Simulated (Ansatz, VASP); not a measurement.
**Al9H: VASP beside Ansatz**

The input INCAR:

```
SYSTEM = Al9H
PREC = Accurate ; ENCUT = 520
EDIFF = 1E-7 ; ISMEAR = 0
SIGMA = 0.1 ; LREAL = Auto
LASPH = .True. ; NELM = 100
ALGO = Normal ; ISIF = 2
LWAVE = .False. ; LCHARG = .False.
LDIPOL = .True. ; IDIPOL = 3
DIPOL = 0.5 0.5 0.297 ; GGA = PE
NBANDS = 44
```

File KPOINTS:

```
regular mesh
0
Gamma
  5 3 1
  0 0 0
```

The input POSCAR:

```
Al9H
1.0
    5.7070863109      0.0000000000      0.0000000000
   -1.4267715777      9.7014842373      0.0000000000
    0.0000000000      0.0000000000     22.7903703632
Al H
18 2
Direct
    0.2662216041      0.0648864163      0.1755127247
    0.7662216041      0.0648864163      0.1755127247
    0.3354806058      0.3419224231      0.2192029853
    0.8354806058      0.3419224231      0.2192029853
    0.1493324061      0.5973296244      0.2279410374
    0.6493324061      0.5973296244      0.2279410374
    0.4631842064      0.8527368258      0.2366790895
    0.9631842064      0.8527368258      0.2366790895
    0.0319772084      0.1277109167      0.2808262503
    0.5319772084      0.1277109167      0.2808262503
    0.0997917590      0.4042231279      0.3301071124
    0.5997917590      0.4042231279      0.3301071124
    0.4144000530      0.6596656505      0.3369822082
    0.9144000530      0.6596656505      0.3369822082
    0.2263076920      0.9110819249      0.3449259127
    0.7263076920      0.9110819249      0.3449259127
    0.2962427236      0.1814071990      0.3857054635
    0.7962427236      0.1814071990      0.3857054635
    0.2441401852      0.9110819249      0.4335326809
    0.7084751988      0.9110819249      0.4335326809
```

Input for Ansatz:

```yaml
crystal:
  lattice:
    - [5.7070863109, 0.0, 0.0]
    - [-1.4267715777, 9.7014842373, 0.0]
    - [0.0, 0.0, 22.7903703632]
  atoms:
    - { symbol: Al, position: [0.2662216041, 0.0648864163, 0.1755127247] }
    - { symbol: Al, position: [0.7662216041, 0.0648864163, 0.1755127247] }
    - { symbol: Al, position: [0.3354806058, 0.3419224231, 0.2192029853] }
    - { symbol: Al, position: [0.8354806058, 0.3419224231, 0.2192029853] }
    - { symbol: Al, position: [0.1493324061, 0.5973296244, 0.2279410374] }
    - { symbol: Al, position: [0.6493324061, 0.5973296244, 0.2279410374] }
    - { symbol: Al, position: [0.4631842064, 0.8527368258, 0.2366790895] }
    - { symbol: Al, position: [0.9631842064, 0.8527368258, 0.2366790895] }
    - { symbol: Al, position: [0.0319772084, 0.1277109167, 0.2808262503] }
    - { symbol: Al, position: [0.5319772084, 0.1277109167, 0.2808262503] }
    - { symbol: Al, position: [0.099791759, 0.4042231279, 0.3301071124] }
    - { symbol: Al, position: [0.599791759, 0.4042231279, 0.3301071124] }
    - { symbol: Al, position: [0.414400053, 0.6596656505, 0.3369822082] }
    - { symbol: Al, position: [0.914400053, 0.6596656505, 0.3369822082] }
    - { symbol: Al, position: [0.226307692, 0.9110819249, 0.3449259127] }
    - { symbol: Al, position: [0.726307692, 0.9110819249, 0.3449259127] }
    - { symbol: Al, position: [0.2962427236, 0.181407199, 0.3857054635] }
    - { symbol: Al, position: [0.7962427236, 0.181407199, 0.3857054635] }
    - { symbol: H, position: [0.2441401852, 0.9110819249, 0.4335326809] }
    - { symbol: H, position: [0.7084751988, 0.9110819249, 0.4335326809] }
basis:
  ecutwfc: 420
kpoints:
  mp_grid: { grid: [5, 3, 1] }
hamiltonian:
  xc: pbe
  pseudopotentials: { kind: paw, azcp: { folder: soft_1 } }
scf:
  occupations: { method: gaussian, width: 0.1 }
output:
  forces: true
  eigenvalues: true
efield:
  axis: 3
  dipole_correction: true
  ramp_width: 0.04
```

Alike in both runs: task single point; functional PBE; k mesh 5 × 3 × 1; occupations gaussian, width 0.1 eV; no spin polarisation.

|  | VASP | Ansatz |
| --- | --- | --- |
| version | VASP 6.6.1 | Ansatz 0.2.0 |
| potentials or method | VASP PAW PBE potentials, release 64 (Al, H), cutoff 520 eV | scalar-relativistic, plane waves, PAW |
| valence electrons in the cell | 56 | 56 |

|  | VASP | Ansatz | Ansatz less VASP |
| --- | --- | --- | --- |
| gap on the k mesh at the Fermi level (eV) | none | none | - |
| rms of the force components (eV/Å) | 0.435 | 0.435 | -0.0003 |

Atom by atom the forces differ by 0.001 eV/Å (rms over components). A gap of «none» marks a metal or a gap that the smearing closes. With one functional, cell and mesh, what is left measures potentials, basis and numerics.
